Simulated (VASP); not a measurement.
# BaO (Fm-3m) in VASP: a series of runs

BaO is run at these levels: PBEsol; tasks: relaxation of cell and atoms, single point.

All numbers are computed with VASP 6.6.1; they aren't measurements. Logs are shortened: lines on timing, memory, paths and dates and some standing lists are left out, and cuts for length are marked.

## 1. The cell of the first run

Symmetry: Fm-3m, No. 225, cubic system. The conventional cell has a = 5.539 Å, b = 5.539 Å, c = 5.539 Å, α = 90.00°, β = 90.00°, γ = 90.00°. Within 3.7 Å of Ba (site symmetry m-3m) lie 6 O at 2.77 Å. Within 3.7 Å of O (site symmetry m-3m) lie 6 Ba at 2.77 Å.

## 2. Relaxation of cell and atoms, PBEsol

Contents of INCAR:

```
SYSTEM = BaO
ALGO = Normal
EDIFF = 1E-7
EDIFFG = -0.002
ENCUT = 1340
GGA = PS
GGA_COMPAT = .False.
IBRION = 2
ISIF = 3
ISMEAR = 0
LASPH = .True.
LCHARG = .False.
LREAL = .False.
LWAVE = .False.
NELM = 120
NELMIN = 4
NSW = 100
PREC = Accurate
SIGMA = 0.02
```

Contents of KPOINTS:

```
k-points
0
Gamma
  8 8 8
  0 0 0
```

Contents of POSCAR:

```
BaO
1.0
    0.0000000000      2.7695000000      2.7695000000
    2.7695000000      0.0000000000      2.7695000000
    2.7695000000      2.7695000000      0.0000000000
Ba O
1 1
Direct
    0.0000000000      0.0000000000      0.0000000000
    0.5000000000      0.5000000000      0.5000000000
```

Potentials or basis: VASP PAW PBE potentials, release 64 (Ba_sv, O_h).

Started as:

```sh
$ cat potpaw_PBE.64/Ba_sv/POTCAR potpaw_PBE.64/O_h/POTCAR > POTCAR
$ mpirun -np 1 vasp_std > vasp.out
```

OUTCAR:

```text
SYSTEM = BaO
   EDIFF = 1E-7
   EDIFFG = -0.002
   ENCUT = 1340
   GGA = PS
   IBRION = 2
   ISIF = 3
   ISMEAR = 0
   LASPH = .True.
   LREAL = .False.
   NELM = 120
   NELMIN = 4
   NSW = 100
   PREC = Accurate

 ion  position               nearest neighbor table
   1  0.000  0.000  0.000-   2 2.77   2 2.77   2 2.77   2 2.77   2 2.77   2 2.77
   2  0.500  0.500  0.500-   1 2.77   1 2.77   1 2.77   1 2.77   1 2.77   1 2.77

  LATTYP: Found a face centered cubic cell.
 ALAT       =     5.5390000000

  Lattice vectors:

 A1 = (   0.0000000000,   2.7695000000,   2.7695000000)
 A2 = (   2.7695000000,   0.0000000000,   2.7695000000)
 A3 = (   2.7695000000,   2.7695000000,   0.0000000000)

Analysis of symmetry for initial positions (statically):
=====================================================================
 Subroutine PRICEL returns:
 Original cell was already a primitive cell.

 Routine SETGRP: Setting up the symmetry group for a
 face centered cubic supercell.

 Subroutine GETGRP returns: Found 48 space group operations
 (whereof 48 operations were pure point group operations)
 out of a pool of 48 trial point group operations.

The static configuration has the point symmetry O_h .

Analysis of symmetry for dynamics (positions and initial velocities):
=====================================================================
 Subroutine PRICEL returns:
 Original cell was already a primitive cell.

 Routine SETGRP: Setting up the symmetry group for a
 face centered cubic supercell.

 Subroutine GETGRP returns: Found 48 space group operations
 (whereof 48 operations were pure point group operations)
 out of a pool of 48 trial point group operations.

The dynamic configuration has the point symmetry O_h .

 Subroutine INISYM returns: Found 48 space group operations
 (whereof 48 operations are pure point group operations),
 and found     1 'primitive' translations

----------------------------------------------------------------------------------------

                                     Primitive cell

  volume of cell :      42.4849

  direct lattice vectors                    reciprocal lattice vectors
     0.000000000  2.769500000  2.769500000    -0.180538003  0.180538003  0.180538003
     2.769500000  0.000000000  2.769500000     0.180538003 -0.180538003  0.180538003
     2.769500000  2.769500000  0.000000000     0.180538003  0.180538003 -0.180538003

  length of vectors
     3.916664461  3.916664461  3.916664461     0.312700994  0.312700994  0.312700994

  position of ions in fractional coordinates (direct lattice)
     0.000000000  0.000000000  0.000000000
     0.500000000  0.500000000  0.500000000

  ion indices of the primitive-cell ions
   primitive index   ion index
                 1           1
                 2           2

----------------------------------------------------------------------------------------

 KPOINTS: k-points

Automatic generation of k-mesh.
 Grid dimensions read from file:
 generate k-points for:    8    8    8

 Generating k-lattice:

  Cartesian coordinates                     Fractional coordinates (reciprocal lattice)
    -0.022567250  0.022567250  0.022567250     0.125000000  0.000000000  0.000000000
     0.022567250 -0.022567250  0.022567250     0.000000000  0.125000000  0.000000000
     0.022567250  0.022567250 -0.022567250     0.000000000  0.000000000  0.125000000

  Length of vectors
     0.039087624  0.039087624  0.039087624

  Shift w.r.t. Gamma in fractional coordinates (k-lattice)
     0.000000000  0.000000000  0.000000000

 Subroutine IBZKPT returns following result:
 ===========================================

 Found     29 irreducible k-points:

 Following reciprocal coordinates:
            Coordinates               Weight
  0.000000  0.000000  0.000000      1.000000
  0.125000  0.000000  0.000000      8.000000
  0.250000  0.000000  0.000000      8.000000
  0.375000  0.000000  0.000000      8.000000
  0.500000  0.000000  0.000000      4.000000
  0.125000  0.125000  0.000000      6.000000
[... 16 lines left out ...]
  0.500000  0.250000  0.125000     48.000000
 -0.375000  0.250000  0.125000     24.000000
 [... further k-points ...]
   k-points           NKPTS =     29   k-points in BZ     NKDIM =     29   number of bands    NBANDS=     12
   number of dos      NEDOS =    301   number of ions     NIONS =      2
   total plane-waves  NPLWV = 110592
   dimension x,y,z NGX =    48 NGY =   48 NGZ =   48
   dimension x,y,z NGXF=    96 NGYF=   96 NGZF=   96
   ions per type =               1   1
   NGX,Y,Z   is equivalent  to a cutoff of  20.37, 20.37, 20.37 a.u.
   NGXF,Y,Z  is equivalent  to a cutoff of  40.75, 40.75, 40.75 a.u.
 SYSTEM =  BaO
   PREC   = accura    normal or accurate (medium, high low for compatibility)
   ISTART =      0    job   : 0-new  1-cont  2-samecut
   ICHARG =      2    charge: 1-file 2-atom 10-const
   ISPIN  =      1    spin polarized calculation?
   LNONCOLLINEAR =      F non collinear calculations
   LSORBIT =      F    spin-orbit coupling
   LASPH  =      T    aspherical Exc in radial PAW
   ENCUT  = 1340.0 eV  98.49 Ry    9.92 a.u.  11.69 11.69 11.69*2*pi/ulx,y,z
   NELM   =    120;   NELMIN=  4; NELMDL= -5     # of ELM steps
   EDIFF  = 0.1E-06   stopping-criterion for ELM
   LREAL  =      F    real-space projection
   EDIFFG = -.2E-02   stopping-criterion for IOM
   NSW    =    100    number of steps for IOM
   IBRION =      2    ionic relax: 0-MD 1-quasi-New 2-CG
   NFREE  =      1    steps in history (QN), initial steepest desc. (CG)
   ISIF   =      3    stress and relaxation
   ISYM   =      2    0-nonsym 1-usesym 2-fastsym
   POTIM  = 0.5000    time-step for ionic-motion
   TEBEG  =    0.0;   TEEND  =   0.0 temperature during run
   PSTRESS=    0.0 pullay stress
   NELECT =      16.0000    total number of electrons
   NUPDOWN=      -1.0000    fix difference up-down
   EMIN   =  10.00;   EMAX   =-10.00  energy-range for DOS
   EFERMI =   0.00;   METHOD = LEGACY
   ISMEAR =     0;   SIGMA  =   0.02  broadening in eV -4-tet -1-fermi 0-gaus
   EFERMI_NEDOS =   21; number of points for ismear=-14 and -15
   IALGO  =     38    algorithm
   IMIX   =      4    mixing-type and parameters
     AMIX     =   0.40;   BMIX     =  1.00
     AMIX_MAG =   1.60;   BMIX_MAG =  1.00
  volume/ion in A,a.u.               =      21.24       143.35
  Fermi-wavevector in a.u.,A,eV,Ry     =   1.182234  2.234098 19.016554  1.397677
  Thomas-Fermi vector in A             =   2.318492
   LORBIT       =      0    0 simple, 1 ext, 2 COOP (PROOUT), +10 PAW based schemes
   GGA     = PS    functional components
   LHFCALC =     F    Hartree Fock is set to
   AEXX    =    0.0000 exact exchange contribution
   IVDW    =     0    specifies the selected vdW correction
   LEPSILON=     F    determine dielectric tensor
   LRPA    =     F    only Hartree local field effects (RPA)
 conjugate gradient relaxation of ions
 non-spin polarized calculation
 Gauss-broadening in eV      SIGMA  =   0.02
  energy-cutoff  :     1340.00
  volume of cell :       42.48
 maximum number of plane-waves:      4766
   NGX = 23   NGY = 23   NGZ = 23

--------------------------------------- Ionic step        1  -------------------------------------------

 number of electron      15.9999999 magnetization

 Free energy of the ion-electron system (eV)
  ---------------------------------------------------
  ext. energy  EPLUGINS =         0.00000000
  ---------------------------------------------------
  free energy    TOTEN  =       -12.40540537 eV

  energy without entropy =      -12.40540537  energy(sigma->0) =      -12.40540537

------------------------ aborting loop because EDIFF is reached ----------------------------------------

  FORCE on cell =-STRESS in cart. coord.  units (eV):
  Direction    XX          YY          ZZ          XY          YZ          ZX
  --------------------------------------------------------------------------------------
  -------------------------------------------------------------------------------------
  Total       -0.0752672     -0.0752672     -0.0752672     -0.0000000     -0.0000000      0.0000000
  in kB       -2.8384559     -2.8384559     -2.8384559     -0.0000000     -0.0000000      0.0000000
  external PRESSURE =      -2.8384559 kB  Pullay stress =       0.0000000 kB
[... 57 lines left out ...]
  energy  without entropy=      -12.4055134111  energy(sigma->0) =      -12.40551341

--------------------------------------- Ionic step        3  -------------------------------------------

 number of electron      15.9999999 magnetization

 Free energy of the ion-electron system (eV)
  ---------------------------------------------------
  ext. energy  EPLUGINS =         0.00000000
  ---------------------------------------------------
  free energy    TOTEN  =       -12.40553613 eV

  energy without entropy =      -12.40553613  energy(sigma->0) =      -12.40553613

 E-fermi :   2.0269     XC(G=0):  -9.8739

 val. band max:        1.9112272289   @ k =   0.5000   0.5000   0.0000
 cond. band min:       3.7695290935   @ k =   0.5000   0.5000   0.0000
 fundamental gap:      1.8583018645
 Fermi energy:         2.0268935355

 k-point     1 :       0.0000    0.0000    0.0000
  band No.  band energies     occupation
      1     -23.9281      2.00000
      2     -13.0260      2.00000
      3      -8.4101      2.00000
      4      -8.4101      2.00000
      5      -8.4101      2.00000
      6       1.5487      2.00000
      7       1.5487      2.00000
      8       1.5487      2.00000
      9       5.2952      0.00000
     10       6.5454      0.00000
     11       6.5454      0.00000
     12       6.5454      0.00000
[... 331 lines left out ...]
 k-point    24 :      -0.3750    0.2500    0.1250
  band No.  band energies     occupation
      1     -23.6236      2.00000
      2     -13.6080      2.00000
      3      -9.0575      2.00000
      4      -9.0561      2.00000
      5      -8.5230      2.00000
      6       0.3228      2.00000
      7       0.9533      2.00000
      8       1.0229      2.00000
      9       6.6913      0.00000
     10       7.2982      0.00000
     11       9.7477      0.00000
     12       9.7821      0.00000

 [... further k-points ...]

------------------------ aborting loop because EDIFF is reached ----------------------------------------

  FORCE on cell =-STRESS in cart. coord.  units (eV):
  Direction    XX          YY          ZZ          XY          YZ          ZX
  --------------------------------------------------------------------------------------
  -------------------------------------------------------------------------------------
  Total        0.0039246      0.0039246      0.0039246      0.0000000      0.0000000      0.0000000
  in kB        0.1485529      0.1485529      0.1485529      0.0000000      0.0000000      0.0000000
  external PRESSURE =       0.1485529 kB  Pullay stress =       0.0000000 kB
[... 17 lines left out ...]
  FREE ENERGIE OF THE ION-ELECTRON SYSTEM (eV)
  ---------------------------------------------------
  free  energy   TOTEN  =       -12.4055361281 eV

  energy  without entropy=      -12.4055361281  energy(sigma->0) =      -12.40553613

 reached required accuracy - stopping structural energy minimisation
```

Wall time 1.8 min (1 thread of Intel Xeon Platinum 8259CL at 2.50GHz (Skylake/Cascade Lake), shared host); peak memory 0.39 GiB.

Results:

| Item | Value |
| --- | --- |
| Free energy | -12.4055 eV |
| Relaxed volume | 21.16 Å³/atom |
| Relaxed cell | a = 3.912 Å, b = 3.912 Å, c = 3.912 Å, α = 60.00°, β = 60.00°, γ = 60.00° |
| Space group after relaxing (to 0.1 Å) | Fm-3m (No. 225) |
| Energy gained by relaxing | 0.1 meV/atom |
| Ionic steps | 3 |
| Pressure after relaxing | 0.0 GPa |
| Band gap on the k mesh | 1.86 eV |

The path:
| step | energy change (eV) | largest force (eV/Å) | pressure (GPa) | volume (Å³) |
| --- | --- | --- | --- | --- |
| 1 | 0.0000 | 0.0000 | -0.28 | 42.48 |
| 2 | -0.0001 | 0.0000 | 0.13 | 42.25 |
| 3 | -0.0001 | 0.0000 | 0.01 | 42.33 |

Final structure:
```
Ba O
1.0
     0.00000    2.76608    2.76608
     2.76608    0.00000    2.76608
     2.76608    2.76608    0.00000
Ba O
1 1
Cartesian
  0.0000 2.7661 2.7661
  2.7661 2.7661 2.7661
```

Caveat: the PAW data sets were made with another functional, which shifts forces and pressure a little; spin-orbit coupling is left out, which moves the levels of the heavy elements. A k mesh can miss the band edges.

## 3. Single point, PBEsol

This run uses another cell than the first one, of 20.69 Å³/atom.

Contents of INCAR:

```
SYSTEM = BaO
  PREC = Accurate
  ENCUT = 1340
  EDIFF = 1E-6
  ISMEAR = 0
  SIGMA = 0.02
  LREAL = .False.
  LASPH = .True.
  NELM = 120
  ALGO = Normal
  ISIF = 2
  LWAVE = .False.
  LCHARG = .True.
  GGA = PS
  LELF = .True.
  LVHAR = .True.
  NBANDS = 15
  GGA_COMPAT = .False.
```

Contents of KPOINTS:

```
regular mesh
0
Gamma
  8 8 8
  0 0 0
```

Contents of POSCAR:

```
BaO
1.0
    0.0000000000      2.7450625119      2.7450625119
    2.7450625119      0.0000000000      2.7450625119
    2.7450625119      2.7450625119      0.0000000000
Ba O
1 1
Direct
    0.0000000000      0.0000000000      0.0000000000
    0.5000000000      0.5000000000      0.5000000000
```

Potentials or basis: VASP PAW PBE potentials, release 64 (Ba_sv, O_h).

Started as:

```sh
$ cat potpaw_PBE.64/Ba_sv/POTCAR potpaw_PBE.64/O_h/POTCAR > POTCAR
$ mpirun -np 1 vasp_std > vasp.out
```

It took 1.9 min on 1 thread of AMD EPYC 7R43 (Zen 3), shared host; peak memory 0.31 GiB.

Results (log left out):

- Free energy: -12.3993 eV
- Pressure: 1.9 GPa
- Band gap on the k mesh: 1.77 eV

Levels at points of the mesh, in eV from the valence-band top:
```csv
k point,band 6,band 7,band 8,band 9,band 10,band 11
"(0.00, 0.00, 0.00)",-0.43,-0.43,-0.43,3.48,4.61,4.61
"(0.50, 0.00, 0.00)",-2.17,-1.63,-1.63,4.88,7.22,7.22
"(0.50, 0.50, 0.00)",-0.20,-0.20,0.00,1.77,6.03,9.02
```

Caveat: the PAW data sets were made with another functional, which shifts forces and pressure a little; spin-orbit coupling is left out, which moves the levels of the heavy elements. A k mesh can miss the band edges.

## 4. Single point, PBEsol

This run uses another cell than the first one, of 20.69 Å³/atom.

Contents of INCAR:

```
SYSTEM = BaO
ALGO = Normal
EDIFF = 1E-6
ENCUT = 1340
GGA = PS
GGA_COMPAT = .FALSE.
ISIF = 2
ISMEAR = 0
LASPH = .TRUE.
LCHARG = .TRUE.
LELF = .TRUE.
LREAL = .FALSE.
LVHAR = .TRUE.
LWAVE = .FALSE.
NBANDS = 15
NELM = 120
PREC = Accurate
SIGMA = 0.01
```

Contents of KPOINTS:

```
k-points
0
G
  8 8 8
  0 0 0
```

POSCAR is that of step 3.

Started as:

```sh
$ cat potpaw_PBE.64/Ba_sv/POTCAR potpaw_PBE.64/O_h/POTCAR > POTCAR
$ mpirun -np 1 vasp_std > vasp.out
```

Wall time 66 s (1 thread of Intel Xeon Platinum 8259CL at 2.50GHz (Skylake/Cascade Lake), shared host); peak memory 0.35 GiB.

Results (log left out):

- Free energy: -12.3993 eV
- Pressure: 1.9 GPa
- Band gap on the k mesh: 1.77 eV

Levels at points of the mesh, in eV from the valence-band top:
```tsv
k point	band 4	band 5	band 6	band 7	band 8	band 9	band 10	band 11	band 12	band 13
(0.00, 0.00, 0.00)	-10.29	-10.29	-0.43	-0.43	-0.43	3.48	4.61	4.61	4.61	6.97
(0.50, 0.00, 0.00)	-10.41	-10.41	-2.17	-1.63	-1.63	4.88	7.22	7.22	8.15	10.73
(0.50, 0.50, 0.00)	-10.93	-10.93	-0.20	-0.20	0.00	1.77	6.03	9.02	9.38	9.95
```

Caveat: the PAW data sets were made with another functional, which shifts forces and pressure a little; spin-orbit coupling is left out, which moves the levels of the heavy elements. A k mesh can miss the band edges.

## 5. Overview

```csv
task,cell,smearing,gap on the mesh (eV),pressure (GPa)
relaxation of cell and atoms,"relaxed from a = 3.917 Å, angles 60.0°, 2 atoms",gaussian 0.02 eV,1.86,0.0
single point,"a = 3.882 Å, angles 60.0°, 2 atoms",gaussian 0.02 eV,1.77,1.9
single point,"a = 3.882 Å, angles 60.0°, 2 atoms",gaussian 0.01 eV,1.77,1.9
```

Alike in all rows: level PBEsol; potentials or basis VASP PAW PBE potentials, release 64 (Ba_sv, O_h); no spin polarisation; k mesh 8 × 8 × 8; cutoff (eV) 1340.

Caveats: the PAW data sets were made with another functional, which shifts forces and pressure a little; spin-orbit coupling is left out, which moves the levels of the heavy elements.

Absolute energies hang on the potentials; compare differences alone.
